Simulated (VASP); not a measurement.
# Re (P6_3/mmc) in VASP: single point with r2SCAN

Aim: the single point of Re with r2SCAN.

Program: VASP 6.6.1. These are calculated values, not measurements. Logs are shortened: lines on timing, memory, paths and dates and some standing lists are left out, and cuts for length are marked.

**1. The cell of the first run**

Symmetry: P6_3/mmc, No. 194, hexagonal system. Conventional cell: a = 2.760 Å, b = 2.760 Å, c = 8.903 Å, α = 90.00°, β = 90.00°, γ = 120.00°. Within 3.6 Å of Re (site symmetry -3m) lie 12 Re at 2.74 to 2.76 Å. Re (site symmetry -6m2) has 12 Re at 2.74 to 2.76 Å within 3.6 Å.

**2. Single point, r2SCAN**

POSCAR reads:

```
Re
1.0
    2.7603116205      0.0000000000      0.0000000000
   -1.3801558102      2.3904999857      0.0000000000
    0.0000000000      0.0000000000      8.9026735141
Re
4
Direct
    0.0000000000      0.0000000000      0.0000000000
    0.3333333333      0.6666666667      0.2500000000
    0.0000000000      0.0000000000      0.5000000000
    0.6666666667      0.3333333333      0.7500000000
```

INCAR.step1 reads:

```
PREC     = Accurate       # precision mode
ENCUT    = 520            # plane-wave cutoff, eV
ISMEAR   = 0              # smearing method
SIGMA    = 0.1            # smearing width, eV
LREAL    = False          # projectors in reciprocal space
LASPH    = True           # aspherical terms in the spheres
NELM     = 80             # most SCF steps
NBANDS   = 22             # bands
GGA      = PE             # functional
ALGO     = Normal         # electronic algorithm
EDIFF    = 1E-4           # SCF threshold, eV
LWAVE    = True           # write WAVECAR
LCHARG   = False          # write CHGCAR
```

INCAR.step2 reads:

```
PREC     = Accurate       # precision mode
ENCUT    = 520            # plane-wave cutoff, eV
EDIFF    = 1E-7           # SCF threshold, eV
ISMEAR   = 0              # smearing method
SIGMA    = 0.1            # smearing width, eV
LREAL    = False          # projectors in reciprocal space
LASPH    = True           # aspherical terms in the spheres
NELM     = 80             # most SCF steps
ALGO     = Normal         # electronic algorithm
ISIF     = 2              # what is computed and relaxed
LWAVE    = False          # write WAVECAR
LCHARG   = False          # write CHGCAR
METAGGA  = R2SCAN         # meta-GGA
LMIXTAU  = True         
NBANDS   = 22             # bands
ISTART   = 1
```

KPOINTS reads:

```
Automatic mesh
0
Gamma
  18 18 6
```

Potentials or basis: VASP PAW PBE potentials, release 64 (Re).

The run is started by

```console
> cat potpaw_PBE.64/Re/POTCAR > POTCAR
> cp INCAR.step1 INCAR
> mpirun -np 1 vasp_std > vasp.out
> cp INCAR.step2 INCAR
> mpirun -np 1 vasp_std > vasp.out
```

OUTCAR:

```text
PREC = Accurate
   ENCUT = 520
   EDIFF = 1E-7
   ISMEAR = 0
   LREAL = False
   LASPH = True
   NELM = 80
   ISIF = 2
   METAGGA = R2SCAN
   ISTART = 1

 ion  position               nearest neighbor table
   1  0.000  0.000  0.000-   2 2.74   4 2.74   2 2.74   4 2.74   4 2.74   2 2.74
   2  0.333  0.667  0.250-   1 2.74   3 2.74   1 2.74   3 2.74   1 2.74   3 2.74
   3  0.000  0.000  0.500-   2 2.74   4 2.74   2 2.74   4 2.74   4 2.74   2 2.74
   4  0.667  0.333  0.750-   1 2.74   3 2.74   1 2.74   3 2.74   1 2.74   3 2.74

  LATTYP: Found a hexagonal cell.
 ALAT       =     2.7603116205
 C/A-ratio  =     3.2252421966

  Lattice vectors:

 A1 = (   2.7603116205,   0.0000000000,   0.0000000000)
 A2 = (  -1.3801558102,   2.3904999857,   0.0000000000)
 A3 = (   0.0000000000,   0.0000000000,   8.9026735141)

Analysis of symmetry for initial positions (statically):
=====================================================================
 Subroutine PRICEL returns:
 Original cell was already a primitive cell.

 Routine SETGRP: Setting up the symmetry group for a
 hexagonal supercell.

 Subroutine GETGRP returns: Found 24 space group operations
 (whereof 12 operations were pure point group operations)
 out of a pool of 24 trial point group operations.

The static configuration has the point symmetry D_3d.
 The point group associated with its full space group is D_6h.

Analysis of symmetry for dynamics (positions and initial velocities):
=====================================================================
 Subroutine PRICEL returns:
 Original cell was already a primitive cell.

 Routine SETGRP: Setting up the symmetry group for a
 hexagonal supercell.

 Subroutine GETGRP returns: Found 24 space group operations
 (whereof 12 operations were pure point group operations)
 out of a pool of 24 trial point group operations.

The dynamic configuration has the point symmetry D_3d.
 The point group associated with its full space group is D_6h.

 Subroutine INISYM returns: Found 24 space group operations
 (whereof 12 operations are pure point group operations),
 and found     1 'primitive' translations

----------------------------------------------------------------------------------------

                                     Primitive cell

  volume of cell :      58.7445

  direct lattice vectors                    reciprocal lattice vectors
     2.760311621  0.000000000  0.000000000     0.362277937  0.209161265  0.000000000
    -1.380155810  2.390499986  0.000000000     0.000000000  0.418322529  0.000000000
     0.000000000  0.000000000  8.902673514     0.000000000  0.000000000  0.112325808

  length of vectors
     2.760311621  2.760311620  8.902673514     0.418322529  0.418322529  0.112325808

  position of ions in fractional coordinates (direct lattice)
     0.000000000  0.000000000  0.000000000
     0.333333333  0.666666667  0.250000000
     0.000000000  0.000000000  0.500000000
     0.666666667  0.333333333  0.750000000

  ion indices of the primitive-cell ions
   primitive index   ion index
                 1           1
                 2           2
                 3           3
                 4           4

----------------------------------------------------------------------------------------

 KPOINTS: Automatic mesh

Automatic generation of k-mesh.
 Grid dimensions read from file:
 generate k-points for:   18   18    6

 Generating k-lattice:

  Cartesian coordinates                     Fractional coordinates (reciprocal lattice)
     0.020126552  0.011620070  0.000000000     0.055555556 -0.000000000  0.000000000
     0.000000000  0.023240141  0.000000000     0.000000000  0.055555556  0.000000000
     0.000000000  0.000000000  0.018720968     0.000000000  0.000000000  0.166666667

  Length of vectors
     0.023240141  0.023240141  0.018720968

  Shift w.r.t. Gamma in fractional coordinates (k-lattice)
     0.000000000  0.000000000  0.000000000

 Subroutine IBZKPT returns following result:
 ===========================================

 Found    148 irreducible k-points:

 Following reciprocal coordinates:
            Coordinates               Weight
  0.000000  0.000000  0.000000      1.000000
  0.055556  0.000000  0.000000      6.000000
  0.111111  0.000000  0.000000      6.000000
  0.166667 -0.000000  0.000000      6.000000
  0.222222  0.000000  0.000000      6.000000
  0.277778 -0.000000  0.000000      6.000000
[... 16 lines left out ...]
  0.333333  0.111111  0.000000     12.000000
  0.388889  0.111111  0.000000     12.000000
 [... further k-points ...]
   k-points           NKPTS =    148   k-points in BZ     NKDIM =    148   number of bands    NBANDS=     22
   number of dos      NEDOS =    301   number of ions     NIONS =      4
   total plane-waves  NPLWV =  40320
   dimension x,y,z NGX =    24 NGY =   24 NGZ =   70
   dimension x,y,z NGXF=    48 NGYF=   48 NGZF=  140
   ions per type =               4
   NGX,Y,Z   is equivalent  to a cutoff of  14.45, 14.45, 13.07 a.u.
   NGXF,Y,Z  is equivalent  to a cutoff of  28.91, 28.91, 26.14 a.u.
 SYSTEM =  unknown system
   PREC   = accura    normal or accurate (medium, high low for compatibility)
   ISTART =      1    job   : 0-new  1-cont  2-samecut
   ICHARG =      0    charge: 1-file 2-atom 10-const
   ISPIN  =      1    spin polarized calculation?
   LNONCOLLINEAR =      F non collinear calculations
   LSORBIT =      F    spin-orbit coupling
   LASPH  =      T    aspherical Exc in radial PAW
   ENCUT  =  520.0 eV  38.22 Ry    6.18 a.u.   5.13  5.13 16.55*2*pi/ulx,y,z
   NELM   =     80;   NELMIN=  2; NELMDL=  0     # of ELM steps
   EDIFF  = 0.1E-06   stopping-criterion for ELM
   LREAL  =      F    real-space projection
   EDIFFG = 0.1E-05   stopping-criterion for IOM
   NSW    =      0    number of steps for IOM
   IBRION =     -1    ionic relax: 0-MD 1-quasi-New 2-CG
   NFREE  =      0    steps in history (QN), initial steepest desc. (CG)
   ISIF   =      2    stress and relaxation
   ISYM   =      2    0-nonsym 1-usesym 2-fastsym
   POTIM  = 0.5000    time-step for ionic-motion
   TEBEG  =    0.0;   TEEND  =   0.0 temperature during run
   PSTRESS=    0.0 pullay stress
   NELECT =      28.0000    total number of electrons
   NUPDOWN=      -1.0000    fix difference up-down
   EMIN   =  10.00;   EMAX   =-10.00  energy-range for DOS
   EFERMI =   0.00;   METHOD = LEGACY
   ISMEAR =     0;   SIGMA  =   0.10  broadening in eV -4-tet -1-fermi 0-gaus
   EFERMI_NEDOS =   21; number of points for ismear=-14 and -15
   IALGO  =     38    algorithm
   IMIX   =      4    mixing-type and parameters
     AMIX     =   0.40;   BMIX     =  1.00
     AMIX_MAG =   1.60;   BMIX_MAG =  1.00
  volume/ion in A,a.u.               =      14.69        99.11
  Fermi-wavevector in a.u.,A,eV,Ry     =   1.278807  2.416595 22.250258  1.635348
  Thomas-Fermi vector in A             =   2.411329
   LORBIT       =      0    0 simple, 1 ext, 2 COOP (PROOUT), +10 PAW based schemes
   METAGGA = R2SCAN    functional components
   LHFCALC =     F    Hartree Fock is set to
   AEXX    =    0.0000 exact exchange contribution
   IVDW    =     0    specifies the selected vdW correction
   LEPSILON=     F    determine dielectric tensor
   LRPA    =     F    only Hartree local field effects (RPA)
 non-spin polarized calculation
 Gauss-broadening in eV      SIGMA  =   0.10
  energy-cutoff  :      520.00
  volume of cell :       58.74
 maximum number of plane-waves:      1599
 NGX is ok and might be reduce to    24
   NGX = 11   NGY = 11   NGZ = 33

 number of electron      27.9999999 magnetization

 Free energy of the ion-electron system (eV)
  ---------------------------------------------------
  ext. energy  EPLUGINS =         0.00000000
  ---------------------------------------------------
  free energy    TOTEN  =      -209.82197243 eV

  energy without entropy =     -209.80984018  energy(sigma->0) =     -209.81590631

 E-fermi :   7.8241     XC(G=0): -15.0024

 val. band max:        7.8151120181   @ k =   0.3333   0.1111   0.1667
 cond. band min:       7.8335524788   @ k =   0.3889   0.1111   0.3333
 fundamental gap:      0.0184404607
 Fermi energy:         7.8241039761

 k-point     1 :       0.0000    0.0000    0.0000
  band No.  band energies     occupation
      1      -2.6522      2.00000
      2      -0.2141      2.00000
      3      -0.1431      2.00000
      4       0.7791      2.00000
      5       5.1220      2.00000
      6       5.2309      2.00000
[... 14 lines left out ...]
     21      10.4474      0.00000
     22      10.4474      0.00000

 k-point     2 :       0.0556    0.0000    0.0000
  band No.  band energies     occupation
      1      -2.5191      2.00000
      2      -0.0892      2.00000
      3      -0.0192      2.00000
      4       0.9062      2.00000
      5       4.9359      2.00000
      6       5.1390      2.00000
[... 14 lines left out ...]
     21      10.4237      0.00000
     22      10.4687      0.00000

 k-point     3 :       0.1111    0.0000    0.0000
  band No.  band energies     occupation
      1      -2.1310      2.00000
      2       0.2619      2.00000
      3       0.3286      2.00000
      4       1.2659      2.00000
      5       4.5295      2.00000
      6       4.8942      2.00000
[... 14 lines left out ...]
     21      10.3656      0.00000
     22      10.5556      0.00000

 k-point     4 :       0.1667   -0.0000    0.0000
  band No.  band energies     occupation
      1      -1.5237      2.00000
      2       0.7560      2.00000
      3       0.8143      2.00000
      4       1.7800      2.00000
      5       4.0981      2.00000
      6       4.5587      2.00000
[... 14 lines left out ...]
     21      10.4832      0.00000
     22      10.7377      0.00000

 k-point     5 :       0.2222    0.0000    0.0000
  band No.  band energies     occupation
      1      -0.7652      2.00000
      2       1.2147      2.00000
      3       1.2578      2.00000
      4       2.2605      2.00000
      5       3.7866      2.00000
      6       4.1764      2.00000
[... 417 lines left out ...]
 k-point    22 :       0.2778    0.1111    0.0000
  band No.  band energies     occupation
      1       1.0105      2.00000
      2       1.6019      2.00000
      3       1.8785      2.00000
      4       2.5454      2.00000
      5       3.5457      2.00000
      6       3.5836      2.00000
[... 14 lines left out ...]
     21      11.6957      0.00000
     22      12.0311      0.00000

 k-point    23 :       0.3333    0.1111    0.0000
  band No.  band energies     occupation
      1       1.1863      2.00000
      2       1.3919      2.00000
      3       1.9972      2.00000
      4       2.5306      2.00000
      5       3.3716      2.00000
      6       3.3977      2.00000
[... 14 lines left out ...]
     21      12.2236      0.00000
     22      12.9319      0.00000

 k-point    24 :       0.3889    0.1111    0.0000
  band No.  band energies     occupation
      1       1.1618      2.00000
      2       1.2195      2.00000
      3       1.9043      2.00000
      4       2.6597      2.00000
      5       3.2146      2.00000
      6       3.3963      2.00000
[... 14 lines left out ...]
     21      12.8809      0.00000
     22      13.7474      0.00000

 [... further k-points ...]
[... 5 lines left out ...]
  --------------------------------------------------------------------------------------
  -------------------------------------------------------------------------------------
  Total        0.0374537      0.0374537      0.0198743      0.0000000      0.0000000     -0.0000000
  in kB        1.0214997      1.0214997      0.5420440      0.0000000      0.0000000     -0.0000000
  external PRESSURE =       0.8616812 kB  Pullay stress =       0.0000000 kB

 VOLUME and BASIS-vectors are now :
 -----------------------------------------------------------------------------
  energy-cutoff  :      520.00
  volume of cell :       58.74
      direct lattice vectors                 reciprocal lattice vectors
     2.760311621  0.000000000  0.000000000     0.362277937  0.209161265  0.000000000
    -1.380155810  2.390499986  0.000000000     0.000000000  0.418322529  0.000000000
     0.000000000  0.000000000  8.902673514     0.000000000  0.000000000  0.112325808

 POSITION                                       TOTAL-FORCE (eV/Angst)
 -----------------------------------------------------------------------------------
      0.00000      0.00000      0.00000         0.000000      0.000000      0.000000
     -0.00000      1.59367      2.22567         0.000000     -0.000000     -0.000000
      0.00000      0.00000      4.45134         0.000000      0.000000      0.000000
      1.38016      0.79683      6.67701        -0.000000      0.000000     -0.000000
 -----------------------------------------------------------------------------------
    total drift:                               -0.000000      0.000000      0.000000

  FREE ENERGIE OF THE ION-ELECTRON SYSTEM (eV)
  ---------------------------------------------------
  free  energy   TOTEN  =      -209.8219724341 eV

  energy  without entropy=     -209.8098401785  energy(sigma->0) =     -209.81590631
```

It took 11 min on 1 thread of Intel Xeon Platinum 8488C (Sapphire Rapids), shared host; peak memory 0.3 GiB.

What came out:

| Quantity | Value |
| --- | --- |
| Free energy | -209.8220 eV |
| Pressure | 0.1 GPa |
| Band gap on the k mesh | zero (bands 14 and 15 overlap by 2.66 eV) |

Levels at points of the mesh, in eV from the Fermi level:
| k point | band 10 | band 11 | band 12 | band 13 | band 14 | band 15 | band 16 | band 17 | band 18 | band 19 |
| --- | --- | --- | --- | --- | --- | --- | --- | --- | --- | --- |
| (0.00, 0.00, 0.00) | -2.01 | -1.71 | -1.30 | -1.30 | -1.19 | -1.19 | 0.44 | 0.69 | 0.69 | 1.58 |
| (0.50, 0.00, 0.00) | -2.13 | -0.88 | 0.32 | 0.34 | 1.10 | 2.12 | 4.04 | 4.10 | 4.22 | 4.29 |
| (0.00, 0.00, 0.50) | -1.82 | -1.54 | -1.54 | -1.54 | -1.54 | -1.23 | -1.23 | 1.24 | 1.24 | 1.24 |
| (0.50, 0.00, 0.50) | -1.49 | -0.77 | -0.77 | 0.24 | 0.24 | 2.83 | 2.83 | 4.11 | 4.11 | 4.52 |

Caveat: the PAW data sets were made with another functional, which shifts forces and pressure a little; spin-orbit coupling is left out, which moves the levels of the heavy elements.
